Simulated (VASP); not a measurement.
Here is a VASP 6.6.1 calculation.

Contents of INCAR:

```
SYSTEM = Sr
PREC = Accurate
ENCUT = 520
EDIFF = 1E-7
ISMEAR = 0
SIGMA = 0.1
LREAL = .False.
LASPH = .True.
NELM = 60
ALGO = Normal
ISIF = 2
LWAVE = .False.
LCHARG = .True.
GGA = PE
LELF = .True.
LVHAR = .True.
NBANDS = 17
```

The input KPOINTS:

```
Automatic mesh
0
Gamma
  4 4 4
  0 0 0
```

POSCAR

```
Sr
1.0
    3.3360810600     -2.4747994100      0.0000000000
    3.3360810600      2.4747994100      0.0000000000
    0.0000000000      0.0000000000      6.7115061900
Sr
2
Direct
    0.7021274900      0.2978725100      0.7500000000
    0.2978725100      0.7021274900      0.2500000000
```

Potentials or basis: VASP PAW PBE potentials, release 64 (Sr_sv).

Command:

```sh
$ cat potpaw_PBE.64/Sr_sv/POTCAR > POTCAR
$ mpirun -np 1 vasp_std > vasp.out
```

Task: Predict the band gap on the k mesh.

Result: Zero (band 10 reaches 1.87 eV, above the bottom of band 11 at 1.46 eV).

Task: Predict the pressure.

Result: -0.2 GPa.

Task: Predict the largest force.

Result: 0.424 eV/Å.

Forces in eV/Å, atoms in the order of the input:
```
Sr   0.000 -0.424  0.000
Sr   0.000  0.424  0.000
```

Caveat: the k points lie up to 0.40 Å⁻¹ apart.
